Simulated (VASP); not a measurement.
Input of a VASP 6.6.1 run:

POSCAR

```
TaN
1.0
    0.0000000000      2.1790000000      2.1790000000
    2.1790000000      0.0000000000      2.1790000000
    2.1790000000      2.1790000000      0.0000000000
Ta N
1 1
Direct
    0.5000000000      0.5000000000      0.5000000000
    0.0000000000      0.0000000000      0.0000000000
```

The input INCAR.step1:

```
PREC = Accurate ; ENCUT = 600
ISMEAR = 0 ; SIGMA = 0.1
LREAL = F ; LASPH = T
NELM = 80 ; GGA = PE
ALGO = Normal ; EDIFF = 1E-4
LWAVE = T ; LCHARG = F
```

The input INCAR.step2:

```
PREC = Accurate ; ENCUT = 600
EDIFF = 1E-6 ; ISMEAR = 0
SIGMA = 0.1 ; LREAL = F
LASPH = T ; NELM = 80
ALGO = Normal ; ISIF = 3
LWAVE = F ; LCHARG = F
METAGGA = R2SCAN ; LMIXTAU = T
IBRION = 2 ; NSW = 100
EDIFFG = -0.05 ; ISTART = 1
```

Contents of KPOINTS:

```
regular mesh
0
Gamma
  8 8 8
```

Potentials or basis: VASP PAW PBE potentials, release 64 (Ta_pv, N).

Command:

```sh
$ cat potpaw_PBE.64/Ta_pv/POTCAR potpaw_PBE.64/N/POTCAR > POTCAR
$ cp INCAR.step1 INCAR
$ mpirun -np 1 vasp_std > vasp.out
$ cp INCAR.step2 INCAR
$ mpirun -np 1 vasp_std > vasp.out
```

Problem. Predict the space group after relaxing (to 0.05 Å).

Solution. Fm-3m (No. 225).

Problem. Estimate the relaxed volume.

Solution. 10.70 Å³/atom.

Problem. What does it give for the band gap on the k mesh?

Solution. Zero (band 8 reaches 11.45 eV, above the bottom of band 9 at 7.39 eV).

Step by step:
| step | energy change (eV) | largest force (eV/Å) | pressure (GPa) | volume (Å³) |
| --- | --- | --- | --- | --- |
| 1 | 0.0000 | 0.0000 | 12.18 | 20.69 |
| 2 | 0.1126 | 0.0000 | -23.27 | 23.14 |
| 3 | -0.0250 | 0.0000 | -0.33 | 21.39 |

Caveat: the PAW data sets were made with another functional, which shifts forces and pressure a little; spin-orbit coupling is left out, which moves the levels of the heavy elements. Zero-point motion and thermal expansion aren't in these numbers.
